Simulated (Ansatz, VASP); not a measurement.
# InO in VASP and in Ansatz

```
CELL_PARAMETERS angstrom
3.31561 0.00000 0.00000
-1.65780 2.87140 0.00000
0.00000 0.00000 3.14605
ATOMIC_POSITIONS crystal
In 0.66667 0.33333 0.50000
O 0.33333 0.66667 0.00000
```

Alike in both runs: functional PBE; k mesh 6 × 6 × 6; occupations gaussian, width 0.1 eV; no spin polarisation.

Ansatz relaxed the structure, and its values are those at the end. VASP's run is a single point on that final structure, the one shown.

|  | VASP | Ansatz |
| --- | --- | --- |
| version | VASP 6.6.1 | Ansatz 0.2.0 |
| potentials or method | VASP PAW PBE potentials, release 64 (In_d, O), cutoff 520 eV | scalar-relativistic, plane waves, PAW |
| valence electrons in the cell | 19 | 19 |

|  | VASP | Ansatz | Ansatz less VASP |
| --- | --- | --- | --- |
| gap on the k mesh at the Fermi level (eV) | none | none | - |
| pressure (GPa) | 0.3 | 0.3 | -0.03 |

A gap of «none» marks a metal or a gap that the smearing closes.

The k mesh is coarse, so the values compare programs but aren't converged.
